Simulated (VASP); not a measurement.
Wanted: the native input for a VASP 6.6.1 run.

```yaml
Task: single point
Functional: PBEsol
Potentials_or_basis: VASP PAW PBE potentials, release 64 (Ge_d)
Cutoff: 500 eV
k_mesh: 8 × 8 × 8
Occupations: fermi-dirac, width 0.05 eV
Spin: no spin polarisation
Dipole_correction: no
Further_INCAR_settings: ALGO = Normal; EDIFF = 1e-06; NBANDS = 21
```

The structure of Ge lies in POSCAR:

```
Ge
1.0
    0.0000000000      2.8289100000      2.8854882000
    2.8289100000      0.0000000000      2.8854882000
    2.8289100000      2.8289100000      0.0000000000
Ge
2
Direct
    0.7500000000      0.7500000000      0.7500000000
    0.5000000000      0.5000000000      0.5000000000
```

These files were run (other wordings do the same):

INCAR

```
SYSTEM = Ge
PREC = Accurate
ENCUT = 500
EDIFF = 1E-6
ISMEAR = -1
SIGMA = 0.05
LREAL = .FALSE.
LASPH = .TRUE.
NELM = 120
ALGO = Normal
ISIF = 2
LWAVE = .FALSE.
LCHARG = .FALSE.
GGA = PS
NBANDS = 21
GGA_COMPAT = .FALSE.
```

KPOINTS

```
Automatic mesh
0
G
  8 8 8
  0 0 0
```

Potentials or basis: VASP PAW PBE potentials, release 64 (Ge_d).

Run with:

```console
$ cat potpaw_PBE.64/Ge_d/POTCAR > POTCAR
$ mpirun -np 1 vasp_std > vasp.out
```

It gave:

```json
{
 "Pressure": "-0.8 GPa",
 "Band gap on the k mesh": "zero (filled and empty bands touch)"
}
```

Caveat: semilocal functionals underestimate gaps, and a narrow one can read as zero; the PAW data sets were made with another functional, which shifts forces and pressure a little.

Run time: 94 s on 1 thread of Intel Xeon 8259CL (shared host), peak memory 0.19 GiB.
